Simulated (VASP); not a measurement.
## Tc: single point with PBE

Tc:

```
Tc
1.0
     0.00000    1.91694    1.91694
     1.91694    0.00000    1.91694
     1.91694    1.91694    0.00000
Tc
1
Cartesian
  0.0000 0.0000 0.0000
```

This cell differs from its parent crystal: volume scaled by 0.95.

* Program: VASP 6.6.1
* Task: single point
* Functional: PBE
* Potentials or basis: VASP PAW PBE potentials, release 64 (Tc_pv)
* Cutoff: 520 eV
* k mesh: 18 × 18 × 18
* Occupations: fermi-dirac, width 0.03 eV
* Spin: no spin polarisation

| Property | Result |
| --- | --- |
| Pressure | 8.7 GPa |

Levels at points of the mesh, in eV from the Fermi level:
```
           k point  band 5  band 6  band 7  band 8  band 9  band 10
(0.00, 0.00, 0.00)   -1.84   -1.84   -1.84    0.86    0.86    14.03
(0.50, 0.00, 0.00)   -2.02   -2.02    1.32    2.95    2.95    11.10
(0.50, 0.50, 0.00)   -5.47    2.90    3.55    3.55    4.00    13.24
```

It took 18 s on 1 thread of Intel(R) Xeon(R) Platinum 8259CL CPU @ 2.50GHz (Skylake/Cascade Lake) (shared host), peak memory 0.15 GiB.
